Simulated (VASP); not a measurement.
# BeTe: relaxation of cell and atoms with PBEsol

The system is BeTe.

```xyz
2
Lattice="0.0000 2.8319 2.8319 2.8319 0.0000 2.8319 2.8319 2.8319 0.0000" Properties=species:S:1:pos:R:3 pbc="T T T"
Be    0.0000    0.0000    0.0000
Te    1.4159    1.4159    1.4159
```

| Quantity | Value |
| --- | --- |
| Program | VASP 6.6.1 |
| Task | relaxation of cell and atoms |
| Functional | PBEsol |
| Potentials or basis | VASP PAW PBE potentials, release 64 (Be, Te) |
| Cutoff | 600 eV |
| k mesh | 8 × 8 × 8 |
| Occupations | fermi-dirac, width 0.02 eV |
| Spin | no spin polarisation |
| Dipole correction | no |
| Further INCAR settings | ALGO = Normal; EDIFF = 1e-06; IBRION = 2; EDIFFG = -0.005; NSW = 80; ISIF = 3 |

The relaxed volume is 22.10 Å³/atom. The relaxed cell is a = 3.968 Å, b = 3.968 Å, c = 3.968 Å, α = 60.00°, β = 60.00°, γ = 60.00°, the space group after relaxing (to 0.05 Å) is F-43m (No. 216) and the energy gained by relaxing is 3.1 meV/atom. The ionic steps are 3 and the pressure after relaxing is 0.0 GPa. The band gap on the k mesh is 1.83 eV, indirect (least direct gap 3.59 eV).

Step by step:
| step | energy change (eV) | largest force (eV/Å) | pressure (GPa) | volume (Å³) |
| --- | --- | --- | --- | --- |
| 1 | 0.0000 | 0.0000 | -1.56 | 45.42 |
| 2 | -0.0059 | 0.0000 | 0.29 | 43.98 |
| 3 | -0.0061 | 0.0000 | 0.01 | 44.19 |

Final structure:
```yaml
crystal:
  lattice:
    - [0.00000, 2.80612, 2.80612]
    - [2.80612, 0.00000, 2.80612]
    - [2.80612, 2.80612, 0.00000]
  atoms:
    - { symbol: Be, position: [0.00000, 0.00000, 0.00000] }
    - { symbol: Te, position: [0.25000, 0.25000, 0.25000] }
```

Levels at points of the mesh, in eV from the valence-band top:
```csv
k point,band 1,band 2,band 3,band 4,band 5,band 6,band 7,band 8
"(0.00, 0.00, 0.00)",-12.40,0.00,0.00,0.00,3.59,3.59,3.59,3.81
"(0.50, 0.00, 0.00)",-11.03,-5.64,-1.15,-1.15,3.06,4.55,4.55,7.66
"(0.50, 0.50, 0.00)",-10.52,-5.19,-2.70,-2.70,1.83,2.60,9.77,9.77
```

Wall time 20 s on 1 thread of Intel(R) Xeon(R) Platinum 8488C (Sapphire Rapids), with other jobs on the host, peak memory 0.18 GiB.

Caveat: the PAW data sets were made with another functional, which shifts forces and pressure a little; spin-orbit coupling is left out, which moves the levels of the heavy elements. As with any semilocal functional, this PBEsol gap is likely too small.
